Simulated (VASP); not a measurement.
The system is Sc.

```
CELL_PARAMETERS angstrom
0.00000 2.26000 2.26000
2.26000 0.00000 2.26000
2.26000 2.26000 0.00000
ATOMIC_POSITIONS crystal
Sc 0.00000 0.00000 0.00000
```

| Property | Result |
| --- | --- |
| Program | VASP 6.6.1 |
| Task | relaxation of cell and atoms |
| Functional | BLYP |
| Potentials or basis | VASP PAW PBE potentials, release 64 (Sc_sv) |
| Cutoff | 600 eV |
| k mesh | 10 × 10 × 10 |
| Occupations | fermi-dirac, width 0.05 eV |
| Spin | no spin polarisation |

At the start: pressure 4.5 GPa; volume 23.09 Å³/atom.

Problem. Where does the relaxation end?

Solution. Over 3 steps the energy falls by 25.4 meV/atom and the volume is 24.99 Å³/atom (+8.3 %); space group Fm-3m (No. 225, to 0.05 Å).

Step by step:
| step | energy change (eV) | largest force (eV/Å) | pressure (GPa) | volume (Å³) |
| --- | --- | --- | --- | --- |
| 1 | 0.0000 | 0.0000 | 4.49 | 23.09 |
| 2 | -0.0248 | 0.0000 | -0.63 | 25.32 |
| 3 | -0.0254 | 0.0000 | 0.00 | 24.99 |

Final structure:
```
Sc
1.0
     0.00000    2.32059    2.32059
     2.32059    0.00000    2.32059
     2.32059    2.32059    0.00000
Sc
1
Cartesian
  0.0000 0.0000 0.0000
```

Caveat: the PAW data sets were made with another functional, which shifts forces and pressure a little.
